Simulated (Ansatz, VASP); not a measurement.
LuTa2 in VASP and in Ansatz

```
Lu Ta
1.0
     3.70321    0.00000    0.00000
     0.00000    3.70321    0.00000
     0.00000    0.00000   10.30245
Lu Ta
2 4
Direct
  0.00000 0.50000 0.74353
  0.50000 0.00000 0.25647
  0.00000 0.00000 0.00000
  0.50000 0.50000 0.00000
  0.00000 0.50000 0.44761
  0.50000 0.00000 0.55239
```

Change from the starting cell: species swapped into the SmTe2 type (P4/nmm, No. 129).

Alike in both runs: task relaxation of cell and atoms; functional PBE; k mesh 6 × 6 × 2; occupations gaussian, width 0.1 eV; no spin polarisation.

|  | VASP | Ansatz |
| --- | --- | --- |
| version | VASP 6.6.1 | Ansatz 0.2.0 |
| potentials or method | VASP PAW PBE potentials, release 64 (Lu, Ta_pv), cutoff 600 eV | scalar-relativistic, plane waves, PAW |
| valence electrons in the cell | 94 | 102 |

|  | VASP | Ansatz | Ansatz less VASP |
| --- | --- | --- | --- |
| gap on the k mesh at the Fermi level, each at its own relaxed structure (eV) | none | none | - |
| relaxed volume (Å³/atom) | 23.53 | 23.46 | -0.067 |
| relaxed length of the cell vector where the two differ most in proportion (Å) | 10.246 | 10.230 | -0.0152 |

A gap of «none» marks a metal or a gap that the smearing closes. VASP's potentials hold 94 valence electrons a cell and Ansatz's 102, so a difference there can come from the potentials and not from the codes.

Neither program's run includes spin-orbit coupling.
